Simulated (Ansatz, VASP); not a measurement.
**One calculation of Ag, two programs**

```xyz
1
Lattice="-1.7219 1.7219 1.7219 1.7219 -1.7219 1.7219 1.7219 1.7219 -1.7219" Properties=species:S:1:pos:R:3 pbc="T T T"
Ag    0.0000    0.0000    0.0000
```

Change from the starting cell: strain +0.040 along x and y, +0.040 along z, atoms carried along.

Alike in both runs: task single point; functional PBEsol; k mesh 20 × 20 × 20; occupations gaussian, width 0.15 eV; no spin polarisation.

|  | VASP | Ansatz |
| --- | --- | --- |
| version | VASP 6.6.1 | Ansatz 0.2.0 |
| potentials or method | VASP PAW PBE potentials, release 64 (Ag), cutoff 520 eV | scalar-relativistic, plane waves, PAW |
| valence electrons in the cell | 11 | 19 |

```csv
,VASP,Ansatz,Ansatz less VASP
gap on the k mesh at the Fermi level (eV),none,none,-
pressure (GPa),-12.9,-12.9,+0.04
```

VASP's potentials were made for PBE, not for PBEsol. A gap of «none» marks a metal or a gap that the smearing closes. The functional is the same, so the differences come from potentials, cutoffs and numerics. VASP's potentials hold 11 valence electrons a cell and Ansatz's 19, so a difference there can come from the potentials and not from the codes.
